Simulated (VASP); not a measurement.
# TaN (Fm-3m) in VASP: electric field gradients with PBEsol

Aim: the electric field gradients of TaN with PBEsol.

Everything below comes from runs of VASP 6.6.1. Logs are shortened: lines on timing, memory, paths and dates and some standing lists are left out, and cuts for length are marked.

## 1. The cell of the first run

The structure is cubic, space group Fm-3m (No. 225). Conventional cell: a = 4.358 Å, b = 4.358 Å, c = 4.358 Å, α = 90.00°, β = 90.00°, γ = 90.00°. Ta (site symmetry m-3m) has 6 N at 2.18 Å within 2.9 Å. N (site symmetry m-3m) has 6 Ta at 2.18 Å within 2.9 Å.

## 2. Electric field gradients, PBEsol

INCAR

```
SYSTEM = TaN
ALGO = Normal
EDIFF = 1E-8
ENCUT = 520
GGA = PS
GGA_COMPAT = .False.
ISIF = 2
ISMEAR = -1
LASPH = .True.
LCHARG = .False.
LEFG = .True.
LREAL = .False.
LWAVE = .False.
NBANDS = 16
NELM = 120
PREC = Accurate
SIGMA = 0.02
```

KPOINTS

```
k-points
0
Gamma
  9 9 9
  0 0 0
```

POSCAR

```
TaN
1.0
    0.0000000000      2.1790000000      2.1790000000
    2.1790000000      0.0000000000      2.1790000000
    2.1790000000      2.1790000000      0.0000000000
Ta N
1 1
Direct
    0.5000000000      0.5000000000      0.5000000000
    0.0000000000      0.0000000000      0.0000000000
```

Potentials or basis: VASP PAW PBE potentials, release 64 (Ta_sv_GW, N).

Run with:

```sh
$ cat potpaw_PBE.64/Ta_sv_GW/POTCAR potpaw_PBE.64/N/POTCAR > POTCAR
$ mpirun -np 1 vasp_std > vasp.out
```

OUTCAR:

```text
SYSTEM = TaN
   EDIFF = 1E-8
   ENCUT = 520
   GGA = PS
   ISIF = 2
   ISMEAR = -1
   LASPH = .True.
   LREAL = .False.
   NELM = 120
   PREC = Accurate

 ion  position               nearest neighbor table
   1  0.500  0.500  0.500-   2 2.18   2 2.18   2 2.18   2 2.18   2 2.18   2 2.18
   2  0.000  0.000  0.000-   1 2.18   1 2.18   1 2.18   1 2.18   1 2.18   1 2.18

  LATTYP: Found a face centered cubic cell.
 ALAT       =     4.3580000000

  Lattice vectors:

 A1 = (   0.0000000000,   2.1790000000,   2.1790000000)
 A2 = (   2.1790000000,   0.0000000000,   2.1790000000)
 A3 = (   2.1790000000,   2.1790000000,   0.0000000000)

Analysis of symmetry for initial positions (statically):
=====================================================================
 Subroutine PRICEL returns:
 Original cell was already a primitive cell.

 Routine SETGRP: Setting up the symmetry group for a
 face centered cubic supercell.

 Subroutine GETGRP returns: Found 48 space group operations
 (whereof 48 operations were pure point group operations)
 out of a pool of 48 trial point group operations.

The static configuration has the point symmetry O_h .

Analysis of symmetry for dynamics (positions and initial velocities):
=====================================================================
 Subroutine PRICEL returns:
 Original cell was already a primitive cell.

 Routine SETGRP: Setting up the symmetry group for a
 face centered cubic supercell.

 Subroutine GETGRP returns: Found 48 space group operations
 (whereof 48 operations were pure point group operations)
 out of a pool of 48 trial point group operations.

The dynamic configuration has the point symmetry O_h .

 Subroutine INISYM returns: Found 48 space group operations
 (whereof 48 operations are pure point group operations),
 and found     1 'primitive' translations

----------------------------------------------------------------------------------------

                                     Primitive cell

  volume of cell :      20.6920

  direct lattice vectors                    reciprocal lattice vectors
[... 121 lines left out ...]
 maximum number of plane-waves:       568
   NGX = 11   NGY = 11   NGZ = 11

 number of electron      18.0000002 magnetization

 Free energy of the ion-electron system (eV)
  ---------------------------------------------------
  ext. energy  EPLUGINS =         0.00000000
  ---------------------------------------------------
  free energy    TOTEN  =       -25.75397157 eV

  energy without entropy =      -25.75290317  energy(sigma->0) =      -25.75343737

 E-fermi :  13.9608     XC(G=0): -14.1194

 val. band max:       13.8492977270   @ k =  -0.4444   0.2222   0.1111
 cond. band min:      13.9908636869   @ k =  -0.2222   0.2222   0.0000
 fundamental gap:      0.1415659598
 Fermi energy:        13.9608117937

 k-point     1 :       0.0000    0.0000    0.0000
  band No.  band energies     occupation
      1     -55.3890      2.00000
      2     -21.5703      2.00000
      3     -21.5703      2.00000
      4     -21.5703      2.00000
      5      -4.9452      2.00000
      6      10.1954      2.00000
[... 433 lines left out ...]
      3     -21.8768      2.00000
      4     -21.8768      2.00000
      5      -3.6329      2.00000
      6       7.1297      2.00000
[... 8 lines left out ...]
     15      23.3942      0.00000
     16      30.2819      0.00000

 [... further k-points ...]

------------------------ aborting loop because EDIFF is reached ----------------------------------------

  FORCE on cell =-STRESS in cart. coord.  units (eV):
  Direction    XX          YY          ZZ          XY          YZ          ZX
  --------------------------------------------------------------------------------------
  -------------------------------------------------------------------------------------
  Total        0.5379560      0.5379560      0.5379560      0.0000000      0.0000000      0.0000000
  in kB       41.6539018     41.6539018     41.6539018      0.0000000      0.0000000      0.0000000
  external PRESSURE =      41.6539018 kB  Pullay stress =       0.0000000 kB

 VOLUME and BASIS-vectors are now :
 -----------------------------------------------------------------------------
  energy-cutoff  :      520.00
  volume of cell :       20.69
      direct lattice vectors                 reciprocal lattice vectors
     0.000000000  2.179000000  2.179000000    -0.229463056  0.229463056  0.229463056
     2.179000000  0.000000000  2.179000000     0.229463056 -0.229463056  0.229463056
     2.179000000  2.179000000  0.000000000     0.229463056  0.229463056 -0.229463056

 POSITION                                       TOTAL-FORCE (eV/Angst)
 -----------------------------------------------------------------------------------
      2.17900      2.17900      2.17900        -0.000000     -0.000000     -0.000000
      0.00000      0.00000      0.00000         0.000000      0.000000      0.000000
 -----------------------------------------------------------------------------------
    total drift:                                0.000000     -0.000000      0.000000

  FREE ENERGIE OF THE ION-ELECTRON SYSTEM (eV)
  ---------------------------------------------------
  free  energy   TOTEN  =       -25.7539715728 eV

  energy  without entropy=      -25.7529031724  energy(sigma->0) =      -25.75343737

 Electric field gradients (V/A^2)
---------------------------------------------------------------------
 ion       V_xx      V_yy      V_zz      V_xy      V_xz      V_yz
---------------------------------------------------------------------
   1      -0.000    -0.000     0.000     0.000     0.000     0.000
   2      -0.000     0.000    -0.000    -0.000    -0.000    -0.000
---------------------------------------------------------------------

 Electric field gradients after diagonalization (V/A^2)
 (convention: |V_zz| > |V_xx| > |V_yy|)
----------------------------------------------------------------------
 ion       V_xx      V_yy      V_zz     asymmetry (V_yy - V_xx)/ V_zz
----------------------------------------------------------------------
   1      -0.000    -0.000     0.000       0.000
   2       0.000     0.000    -0.000       0.000
----------------------------------------------------------------------

           NMR quadrupolar parameters

 Cq : quadrupolar parameter    Cq=e*Q*V_zz/h
 eta: asymmetry parameters     (V_yy - V_xx)/ V_zz
 Q  : nuclear electric quadrupole moment in mb (millibarn)
----------------------------------------------------------------------
 ion       Cq(MHz)       eta       Q (mb)
----------------------------------------------------------------------
   1       0.000       0.000       1.000
   2      -0.000       0.000       1.000
----------------------------------------------------------------------
```

It took 13 s on 1 thread of Intel Xeon Platinum 8488C (Sapphire Rapids), shared host; peak memory 0.15 GiB.

Results:

| Item | Value |
| --- | --- |
| Free energy | -25.7540 eV |
| Pressure | 4.2 GPa |
| Band gap on the k mesh | zero (bands 9 and 10 overlap by 3.81 eV) |
| Largest electric field gradient by atom | under 0.05 V/Å² on every atom |

Caveat: the cell stands under pressure; the PAW data sets were made with another functional, which shifts forces and pressure a little; spin-orbit coupling is left out, which moves the levels of the heavy elements.

The gap in the log of VASP goes by the Fermi energy; the results here count the filled bands.